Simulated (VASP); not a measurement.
# Al4Ga3 (R-3m) in VASP: notebook

The runs below take Al4Ga3 through single point, with PBE.

Program: VASP 6.6.1. These are calculated values, not measurements. Logs are shortened: lines on timing, memory, paths and dates and some standing lists are left out, and cuts for length are marked.

### 1 The cell of the first run

Symmetry: R-3m, No. 166, trigonal system. The conventional cell has a = 2.913 Å, b = 2.913 Å, c = 49.907 Å, α = 90.00°, β = 90.00°, γ = 120.00°. Within 3.7 Å of Al (site symmetry 3m) lie 9 Al at 2.84 to 2.91 Å and 3 Ga at 2.90 Å. Within 3.7 Å of Al (site symmetry 3m) lie 12 Al at 2.84 to 2.91 Å. Ga (site symmetry 3m) has 3 Al at 2.90 Å and 9 Ga at 2.91 to 3.02 Å within 3.8 Å. Within 3.8 Å of Ga (site symmetry -3m) lie 12 Ga at 2.91 to 3.02 Å.

### 2 Single point, PBE

File INCAR:

```
SYSTEM = Al4Ga3
  PREC = Accurate
  ENCUT = 520
  EDIFF = 1E-6
  ISMEAR = 0
  SIGMA = 0.1
  LREAL = .FALSE.
  LASPH = .TRUE.
  NELM = 60
  ALGO = Fast
  ISIF = 2
  LWAVE = .FALSE.
  LCHARG = .FALSE.
  GGA = PE
  NBANDS = 34
  LUSENCCL = .FALSE.
```

File KPOINTS:

```
Automatic mesh
0
G
  12 12 12
  0 0 0
```

File POSCAR:

```
Al4Ga3
1.0
    1.4565078820      0.8409152178     16.6357186477
   -1.4565078820      0.8409152178     16.6357186477
    0.0000000000     -1.6818304355     16.6357186477
Al Ga
4 3
Direct
    0.4310169563      0.4310169563      0.4310169563
    0.1436463565      0.1436463565      0.1436463565
    0.8563536435      0.8563536435      0.8563536435
    0.5689830437      0.5689830437      0.5689830437
    0.7169803300      0.7169803300      0.7169803300
    0.0000000000      0.0000000000      0.0000000000
    0.2830196700      0.2830196700      0.2830196700
```

Potentials or basis: VASP PAW PBE potentials, release 64 (Al, Ga_d).

On the command line:

```
$ cat potpaw_PBE.64/Al/POTCAR potpaw_PBE.64/Ga_d/POTCAR > POTCAR
$ mpirun -np 1 vasp_std > vasp.out
```

OUTCAR:

```text
SYSTEM = Al4Ga3
   PREC = Accurate
   ENCUT = 520
   EDIFF = 1E-6
   ISMEAR = 0
   LREAL = .FALSE.
   LASPH = .TRUE.
   NELM = 60
   ISIF = 2
   GGA = PE

 ion  position               nearest neighbor table
   1  0.431  0.431  0.431-   2 2.84   2 2.84   2 2.84   5 2.90   5 2.90   5 2.90
   2  0.144  0.144  0.144-   1 2.84   1 2.84   1 2.84   3 2.85   3 2.85   3 2.85
   3  0.856  0.856  0.856-   4 2.84   4 2.84   4 2.84   2 2.85   2 2.85   2 2.85
   4  0.569  0.569  0.569-   3 2.84   3 2.84   3 2.84   7 2.90   7 2.90   7 2.90
   5  0.717  0.717  0.717-   1 2.90   1 2.90   1 2.90
   6  0.000  0.000  0.000-
   7  0.283  0.283  0.283-   4 2.90   4 2.90   4 2.90

  LATTYP: Found a trigonal (rhomboedric) cell.
 ALAT       =    16.7205169938
 COS(alpha) =     0.9848240366

  Lattice vectors:

 A1 = (   1.4565078820,   0.8409152178,  16.6357186477)
 A2 = (  -1.4565078820,   0.8409152178,  16.6357186477)
 A3 = (   0.0000000000,  -1.6818304355,  16.6357186477)

Analysis of symmetry for initial positions (statically):
=====================================================================
 Subroutine PRICEL returns:
 Original cell was already a primitive cell.

 Routine SETGRP: Setting up the symmetry group for a
 trigonal (rhombohedral) supercell.

 Subroutine GETGRP returns: Found 12 space group operations
 (whereof 12 operations were pure point group operations)
 out of a pool of 12 trial point group operations.

The static configuration has the point symmetry D_3d.

Analysis of symmetry for dynamics (positions and initial velocities):
=====================================================================
 Subroutine PRICEL returns:
 Original cell was already a primitive cell.

 Routine SETGRP: Setting up the symmetry group for a
 trigonal (rhombohedral) supercell.

 Subroutine GETGRP returns: Found 12 space group operations
 (whereof 12 operations were pure point group operations)
 out of a pool of 12 trial point group operations.

The dynamic configuration has the point symmetry D_3d.

 Subroutine INISYM returns: Found 12 space group operations
 (whereof 12 operations are pure point group operations),
 and found     1 'primitive' translations

----------------------------------------------------------------------------------------

                                     Primitive cell

  volume of cell :     122.2525

  direct lattice vectors                    reciprocal lattice vectors
     1.456507882  0.840915218 16.635718648     0.343286848  0.198196754  0.020037207
    -1.456507882  0.840915218 16.635718648    -0.343286848  0.198196754  0.020037207
     0.000000000 -1.681830435 16.635718648     0.000000000 -0.396393508  0.020037207

  length of vectors
    16.720516994 16.720516994 16.720516994     0.396899613  0.396899613  0.396899613

  position of ions in fractional coordinates (direct lattice)
     0.431016956  0.431016956  0.431016956
     0.143646356  0.143646356  0.143646356
     0.856353644  0.856353644  0.856353644
     0.568983044  0.568983044  0.568983044
     0.716980330  0.716980330  0.716980330
     0.000000000  0.000000000  0.000000000
     0.283019670  0.283019670  0.283019670

  ion indices of the primitive-cell ions
   primitive index   ion index
                 1           1
                 2           2
                 3           3
                 4           4
                 5           5
                 6           6
                 7           7

----------------------------------------------------------------------------------------

 KPOINTS: Automatic mesh

Automatic generation of k-mesh.
 Grid dimensions read from file:
 generate k-points for:   12   12   12

 Generating k-lattice:

  Cartesian coordinates                     Fractional coordinates (reciprocal lattice)
     0.028607237  0.016516396  0.001669767     0.083333333  0.000000000  0.000000000
    -0.028607237  0.016516396  0.001669767     0.000000000  0.083333333  0.000000000
     0.000000000 -0.033032792  0.001669767    -0.000000000 -0.000000000  0.083333333

  Length of vectors
     0.033074968  0.033074968  0.033074968

  Shift w.r.t. Gamma in fractional coordinates (k-lattice)
     0.000000000  0.000000000  0.000000000

 Subroutine IBZKPT returns following result:
 ===========================================

 Found    189 irreducible k-points:

 Following reciprocal coordinates:
            Coordinates               Weight
  0.000000  0.000000  0.000000      1.000000
  0.083333  0.000000  0.000000      6.000000
  0.166667  0.000000  0.000000      6.000000
  0.250000  0.000000  0.000000      6.000000
  0.333333  0.000000  0.000000      6.000000
  0.416667  0.000000  0.000000      6.000000
[... 16 lines left out ...]
  0.500000  0.166667  0.000000     12.000000
 -0.416667  0.166667  0.000000     12.000000
 [... further k-points ...]
   k-points           NKPTS =    189   k-points in BZ     NKDIM =    189   number of bands    NBANDS=     34
   number of dos      NEDOS =    301   number of ions     NIONS =      7
   total plane-waves  NPLWV = ******
   dimension x,y,z NGX =   126 NGY =  126 NGZ =  126
   dimension x,y,z NGXF=   252 NGYF=  252 NGZF=  252
   ions per type =               4   3
   NGX,Y,Z   is equivalent  to a cutoff of  12.53, 12.53, 12.53 a.u.
   NGXF,Y,Z  is equivalent  to a cutoff of  25.06, 25.06, 25.06 a.u.
 SYSTEM =  Al4Ga3
   PREC   = accura    normal or accurate (medium, high low for compatibility)
   ISTART =      0    job   : 0-new  1-cont  2-samecut
   ICHARG =      2    charge: 1-file 2-atom 10-const
   ISPIN  =      1    spin polarized calculation?
   LNONCOLLINEAR =      F non collinear calculations
   LSORBIT =      F    spin-orbit coupling
   LASPH  =      T    aspherical Exc in radial PAW
   ENCUT  =  520.0 eV  38.22 Ry    6.18 a.u.  31.09 31.09 31.09*2*pi/ulx,y,z
   NELM   =     60;   NELMIN=  2; NELMDL= -5     # of ELM steps
   EDIFF  = 0.1E-05   stopping-criterion for ELM
   LREAL  =      F    real-space projection
   EDIFFG = 0.1E-04   stopping-criterion for IOM
   NSW    =      0    number of steps for IOM
   IBRION =     -1    ionic relax: 0-MD 1-quasi-New 2-CG
   NFREE  =      0    steps in history (QN), initial steepest desc. (CG)
   ISIF   =      2    stress and relaxation
   ISYM   =      2    0-nonsym 1-usesym 2-fastsym
   POTIM  = 0.5000    time-step for ionic-motion
   TEBEG  =    0.0;   TEEND  =   0.0 temperature during run
   PSTRESS=    0.0 pullay stress
   NELECT =      51.0000    total number of electrons
   NUPDOWN=      -1.0000    fix difference up-down
   EMIN   =  10.00;   EMAX   =-10.00  energy-range for DOS
   EFERMI =   0.00;   METHOD = LEGACY
   ISMEAR =     0;   SIGMA  =   0.10  broadening in eV -4-tet -1-fermi 0-gaus
   EFERMI_NEDOS =   21; number of points for ismear=-14 and -15
   IALGO  =     68    algorithm
   IMIX   =      4    mixing-type and parameters
     AMIX     =   0.40;   BMIX     =  1.00
     AMIX_MAG =   1.60;   BMIX_MAG =  1.00
  volume/ion in A,a.u.               =      17.46       117.86
  Fermi-wavevector in a.u.,A,eV,Ry     =   1.223242  2.311592 20.358672  1.496320
  Thomas-Fermi vector in A             =   2.358360
   LORBIT       =      0    0 simple, 1 ext, 2 COOP (PROOUT), +10 PAW based schemes
   GGA     = PE    functional components
   LHFCALC =     F    Hartree Fock is set to
   AEXX    =    0.0000 exact exchange contribution
   IVDW    =     0    specifies the selected vdW correction
   LEPSILON=     F    determine dielectric tensor
   LRPA    =     F    only Hartree local field effects (RPA)
 non-spin polarized calculation
 RMM-DIIS sequential band-by-band and
 Gauss-broadening in eV      SIGMA  =   0.10
  energy-cutoff  :      520.00
  volume of cell :      122.25
 maximum number of plane-waves:      3374
 NGX is ok and might be reduce to   126
   NGX = 61   NGY = 61   NGZ = 61

 number of electron      50.9999987 magnetization

 Free energy of the ion-electron system (eV)
  ---------------------------------------------------
  ext. energy  EPLUGINS =         0.00000000
  ---------------------------------------------------
  free energy    TOTEN  =       -23.57439430 eV

  energy without entropy =      -23.56085950  energy(sigma->0) =      -23.56762690

 E-fermi :   6.9406     XC(G=0): -10.5957

 val. band max:        6.9401661518   @ k =   0.4167   0.2500   0.0000
 cond. band min:       6.9412557313   @ k =  -0.2500   0.2500   0.0000
 fundamental gap:      0.0010895795
 Fermi energy:         6.9406317404

 k-point     1 :       0.0000    0.0000    0.0000
  band No.  band energies     occupation
      1      -8.0835      2.00000
      2      -8.0653      2.00000
      3      -8.0401      2.00000
      4      -8.0043      2.00000
      5      -8.0043      2.00000
      6      -7.9974      2.00000
[... 26 lines left out ...]
     33      17.5461      0.00000
     34      17.7259      0.00000

 k-point     2 :       0.0833    0.0000    0.0000
  band No.  band energies     occupation
      1      -8.0715      2.00000
      2      -8.0569      2.00000
      3      -8.0333      2.00000
      4      -8.0087      2.00000
      5      -7.9988      2.00000
      6      -7.9889      2.00000
[... 26 lines left out ...]
     33      16.2299      0.00000
     34      16.3308      0.00000

 k-point     3 :       0.1667    0.0000    0.0000
  band No.  band energies     occupation
      1      -8.0688      2.00000
      2      -8.0526      2.00000
      3      -8.0167      2.00000
      4      -8.0091      2.00000
      5      -7.9978      2.00000
      6      -7.9700      2.00000
[... 26 lines left out ...]
     33      14.9153      0.00000
     34      15.1294      0.00000
[... 704 lines left out ...]
 k-point    23 :       0.5000    0.1667    0.0000
  band No.  band energies     occupation
      1      -8.0952      2.00000
      2      -8.0643      2.00000
      3      -8.0519      2.00000
      4      -8.0298      2.00000
      5      -8.0192      2.00000
      6      -7.9914      2.00000
[... 26 lines left out ...]
     33       9.4621      0.00000
     34       9.9822      0.00000

 k-point    24 :      -0.4167    0.1667    0.0000
  band No.  band energies     occupation
      1      -8.1025      2.00000
      2      -8.0668      2.00000
      3      -8.0646      2.00000
      4      -8.0303      2.00000
      5      -8.0215      2.00000
      6      -8.0004      2.00000
[... 26 lines left out ...]
     33       9.4613      0.00000
     34       9.8027      0.00000

 [... further k-points ...]

------------------------ aborting loop because EDIFF is reached ----------------------------------------

  FORCE on cell =-STRESS in cart. coord.  units (eV):
  Direction    XX          YY          ZZ          XY          YZ          ZX
  --------------------------------------------------------------------------------------
  -------------------------------------------------------------------------------------
  Total        0.0304258      0.0304258      0.0239106      0.0000000      0.0000000      0.0000000
  in kB        0.3987447      0.3987447      0.3133593      0.0000000      0.0000000      0.0000000
  external PRESSURE =       0.3702829 kB  Pullay stress =       0.0000000 kB

 VOLUME and BASIS-vectors are now :
 -----------------------------------------------------------------------------
  energy-cutoff  :      520.00
  volume of cell :      122.25
      direct lattice vectors                 reciprocal lattice vectors
     1.456507882  0.840915218 16.635718648     0.343286848  0.198196754  0.020037207
    -1.456507882  0.840915218 16.635718648    -0.343286848  0.198196754  0.020037207
     0.000000000 -1.681830435 16.635718648     0.000000000 -0.396393508  0.020037207

 POSITION                                       TOTAL-FORCE (eV/Angst)
 -----------------------------------------------------------------------------------
      0.00000      0.00000     21.51083        -0.000000      0.000000      0.002381
      0.00000      0.00000      7.16898        -0.000000     -0.000000     -0.000128
      0.00000      0.00000     42.73817        -0.000000      0.000000      0.000128
      0.00000      0.00000     28.39633        -0.000000     -0.000000     -0.002381
      0.00000      0.00000     35.78245        -0.000000      0.000000      0.002739
      0.00000      0.00000      0.00000         0.000000      0.000000      0.000000
      0.00000      0.00000     14.12471        -0.000000     -0.000000     -0.002739
 -----------------------------------------------------------------------------------
    total drift:                               -0.000000     -0.000000     -0.000000

  FREE ENERGIE OF THE ION-ELECTRON SYSTEM (eV)
  ---------------------------------------------------
  free  energy   TOTEN  =       -23.5743942971 eV

  energy  without entropy=      -23.5608594986  energy(sigma->0) =      -23.56762690
```

Run time: 13 min. Hardware: 1 × NVIDIA H100 80GB with 1 thread of AMD EPYC 7R13 (Zen 3), shared host; peak memory 3.4 GiB.

What came out:

* Free energy: -23.5744 eV
* Pressure: 0.0 GPa
* Band gap on the k mesh: zero (an odd number of electrons rules out a gap without spin polarisation)

Forces on the atoms (eV/Å):
```
Al   0.000  0.000  0.002
Al   0.000  0.000  0.000
Al   0.000  0.000  0.000
Al   0.000  0.000 -0.002
Ga   0.000  0.000  0.003
Ga   0.000  0.000  0.000
Ga   0.000  0.000 -0.003
```

Levels at points of the mesh, in eV from the Fermi level:
```
           k point  band 23  band 24  band 25  band 26  band 27  band 28
(0.00, 0.00, 0.00)    -2.62    -2.30     2.16     2.31     7.45     8.00
(0.50, 0.00, 0.00)    -3.40    -2.75    -2.70    -1.20    -0.83     0.19
(0.50, 0.50, 0.00)    -3.60    -2.79    -2.00    -1.53    -1.40     0.66
(0.50, 0.50, 0.50)    -4.34    -0.27    -0.18     4.87     4.92    10.10
```

(Continued in part 2 of 2.)
